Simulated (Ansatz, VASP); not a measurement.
**AlCo: VASP beside Ansatz**

```
CELL_PARAMETERS angstrom
2.85282 0.00000 0.00000
0.00000 4.03450 0.00000
0.00000 0.00000 18.01720
ATOMIC_POSITIONS crystal
Co 0.75000 0.00000 0.44402
Co 0.75000 0.50000 0.55598
Al 0.25000 0.50000 0.44402
Al 0.25000 0.00000 0.55598
```

Alike in both runs: task single point; functional PBE; k mesh 13 × 9 × 1; occupations fermi-dirac, width 0.1 eV; no spin polarisation.

```csv
,VASP,Ansatz
version,VASP 6.6.1,Ansatz 0.2.0
potentials or method,"VASP PAW PBE potentials, release 64 (Co, Al), cutoff 520 eV","all-electron LAPW, scalar-relativistic"
```

|  | VASP | Ansatz | Ansatz less VASP |
| --- | --- | --- | --- |
| rms of the force components (eV/Å) | 0.135 | 0.138 | +0.0030 |

Ansatz ran all-electron here, and VASP with PAW potentials.
